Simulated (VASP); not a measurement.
Here is a VASP 6.6.1 calculation.

POSCAR

```
BAs
1.0
    0.0000000000      2.3918699032      2.3918699032
    2.3918699032      0.0000000000      2.3918699032
    2.3918699032      2.3918699032      0.0000000000
B As
1 1
Direct
    0.0000000000      0.0000000000      0.0000000000
    0.2500000000      0.2500000000      0.2500000000
```

The input INCAR.step1:

```
PREC = Accurate ; ENCUT = 500
EDIFF = 1E-8 ; ISMEAR = 0
SIGMA = 0.01 ; LREAL = F
LASPH = T ; NELM = 80
ALGO = Normal ; LWAVE = T
LCHARG = F ; GGA = PE
```

The input INCAR.step2:

```
PREC = Accurate ; ENCUT = 500
EDIFF = 1E-8 ; ISMEAR = 0
SIGMA = 0.01 ; LREAL = F
LASPH = T ; NELM = 1
ALGO = Exact ; LWAVE = T
LCHARG = F ; GGA = PE
NBANDS = 48 ; LOPTICS = T
ISTART = 1
```

File INCAR.step3:

```
PREC = Accurate ; ENCUT = 500
EDIFF = 1E-8 ; ISMEAR = 0
SIGMA = 0.01 ; LREAL = F
LASPH = T ; ALGO = EVGW0
LWAVE = F ; LCHARG = F
GGA = PE ; NELMGW = 1
NBANDS = 48 ; ENCUTGW = 80.0
NOMEGA = 48 ; PRECFOCK = Fast
ISTART = 1 ; NBANDSGW = 12
```

The input KPOINTS:

```
Automatic mesh
0
Gamma
  4 4 4
```

Potentials or basis: VASP PAW PBE potentials, release 64 (B_GW, As_GW).

Run with:

```sh
$ cat potpaw_PBE.64/B_GW/POTCAR potpaw_PBE.64/As_GW/POTCAR > POTCAR
$ cp INCAR.step1 INCAR
$ mpirun -np 1 vasp_std > vasp.out
$ cp INCAR.step2 INCAR
$ mpirun -np 1 vasp_std > vasp.out
$ cp INCAR.step3 INCAR
$ mpirun -np 1 vasp_std > vasp.out
```

(1) What does it give for the quasiparticle gap?

(2) Estimate the least direct quasiparticle gap.

(3) What does it give for the band gap on the k mesh, mean-field level?

Results:

(1) 1.73 eV.

(2) 3.96 eV.

(3) 1.42 eV, indirect (least direct gap 3.25 eV).

Caveat: the k points lie up to 0.57 Å⁻¹ apart; bands, screening cutoff and mesh are small and nothing is extrapolated, so the quasiparticle values aren't converged.
